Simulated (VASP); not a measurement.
A run of VASP 6.6.1:

INCAR

```
SYSTEM = MgSc
  ALGO = Normal
  EDIFF = 1E-6
  ENCUT = 520
  GGA = PS
  ISIF = 2
  ISMEAR = 1
  LASPH = .True.
  LCHARG = .True.
  LELF = .True.
  LREAL = .False.
  LVHAR = .True.
  LWAVE = .False.
  NBANDS = 21
  NELM = 80
  PREC = Accurate
  SIGMA = 0.1
```

Contents of KPOINTS:

```
k-points
0
Gamma
  5 7 5
  0 0 0
```

The input POSCAR:

```
MgSc
1.0
    5.1637884789      0.0000000000      0.0000000000
    0.0000000000      3.3402291992      0.0000000000
    0.0000000000      0.0000000000      5.3130141666
Mg Sc
2 2
Direct
    0.7500000000      0.5000000000      0.8054120000
    0.2500000000      0.5000000000      0.1945880000
    0.7500000000      0.0000000000      0.3040470000
    0.2500000000      0.0000000000      0.6959530000
```

Potentials or basis: VASP PAW PBE potentials, release 64 (Mg, Sc_sv).

Command:

```bash
$ cat potpaw_PBE.64/Mg/POTCAR potpaw_PBE.64/Sc_sv/POTCAR > POTCAR
$ mpirun -np 1 vasp_std > vasp.out
```

Hardware: 1 thread of Intel(R) Xeon(R) Platinum 8488C (Sapphire Rapids), on a shared host.

**Question.** Estimate the wall time of this run.

**Answer.** It took 63 s on 1 thread of Intel(R) Xeon(R) Platinum 8488C (Sapphire Rapids), on a shared host, peak memory 0.23 GiB. Counts: scf iterations 13, k points 36.
